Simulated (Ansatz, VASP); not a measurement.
Two plane-wave programs on SiNi

The input INCAR:

```
ALGO = Normal
EDIFF = 1E-6
ENCUT = 520
GGA = PE
ISIF = 2
ISMEAR = 0
LASPH = True
LCHARG = True
LELF = True
LREAL = False
LVHAR = True
LWAVE = False
NBANDS = 22
NELM = 60
PREC = Accurate
SIGMA = 0.15
```

Contents of KPOINTS:

```
k-points
0
Gamma
  18 16 12
```

The input POSCAR:

```
SiNi
1.0
    3.1413928296      0.0000000000      0.0000000000
    0.0000000000      3.3501461665      0.0000000000
    0.0000000000      0.0000000000      4.4547486455
Si Ni
2 2
Direct
    0.5000000000      0.5000000000      0.8431827238
    0.0000000000      0.0000000000      0.1568172762
    0.5000000000      0.5000000000      0.3423059774
    0.0000000000      0.0000000000      0.6576940226
```

Input for Ansatz:

```yaml
crystal:
  lattice:
    - [3.1413928296, 0.0, 0.0]
    - [0.0, 3.3501461665, 0.0]
    - [0.0, 0.0, 4.4547486455]
  atoms:
    - { symbol: Si, position: [0.5, 0.5, 0.8431827238] }
    - { symbol: Si, position: [0.0, 0.0, 0.1568172762] }
    - { symbol: Ni, position: [0.5, 0.5, 0.3423059774] }
    - { symbol: Ni, position: [0.0, 0.0, 0.6576940226] }
basis:
  ecutwfc: 420
kpoints:
  mp_grid: { grid: [18, 16, 12] }
hamiltonian:
  xc: pbe
scf:
  occupations: { method: gaussian, width: 0.15 }
output:
  forces: true
  stress: true
  eigenvalues: true
  write_density: true
  write_potential: true
  elf: true
  volumetric_format: npy
```

Alike in both runs: task single point; functional PBE; k mesh 18 × 16 × 12; occupations gaussian, width 0.15 eV; no spin polarisation.

|  | VASP | Ansatz |
| --- | --- | --- |
| version | VASP 6.6.1 | Ansatz 0.2.0 |
| potentials or method | VASP PAW PBE potentials, release 64 (Si, Ni), cutoff 520 eV | scalar-relativistic, plane waves, PAW |
| valence electrons in the cell | 28 | 44 |

```csv
,VASP,Ansatz,Ansatz less VASP
gap on the k mesh at the Fermi level (eV),none,none,-
pressure (GPa),5.2,5.1,-0.09
"traceless stress, the component that is largest in VASP (GPa)",17.51,17.33,-0.182
rms of the force components (eV/Å),0.157,0.158,+0.0014
```

Atom by atom the forces differ by 0.001 eV/Å (rms over components). A gap of «none» marks a metal or a gap that the smearing closes. With one functional, cell and mesh, what is left measures potentials, basis and numerics. VASP's potentials hold 28 valence electrons a cell and Ansatz's 44, so a difference there can come from the potentials and not from the codes.
